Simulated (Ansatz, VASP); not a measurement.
**HgH3 in VASP and in Ansatz**

```xyz
4
Lattice="3.4843 0.0000 0.0000 0.0000 3.4843 0.0000 0.0000 0.0000 3.4843" Properties=species:S:1:pos:R:3 pbc="T T T"
Hg    0.0000    0.0000    0.0000
H     0.0000    1.7421    1.7421
H     1.7421    0.0000    1.7421
H     1.7421    1.7421    0.0000
```

Alike in both runs: task relaxation of cell and atoms; functional PBE; k mesh 6 × 6 × 6; occupations gaussian, width 0.1 eV; no spin polarisation.

|  | VASP | Ansatz |
| --- | --- | --- |
| version | VASP 6.6.1 | Ansatz 0.2.0 |
| potentials or method | VASP PAW PBE potentials, release 64 (Hg, H), cutoff 600 eV | scalar-relativistic, plane waves, PAW |
| valence electrons in the cell | 15 | 23 |

```csv
,VASP,Ansatz,Ansatz less VASP
"gap on the k mesh at the Fermi level, each at its own relaxed structure (eV)",none,none,-
relaxed volume (Å³/atom),9.09,8.96,-0.130
relaxed cell length with the largest relative difference (Å),3.313,3.297,-0.0158
```

A gap of «none» marks a metal or a gap that the smearing closes. VASP's potentials hold 15 valence electrons a cell and Ansatz's 23, so a difference there can come from the potentials and not from the codes.

Spin-orbit coupling is off throughout.
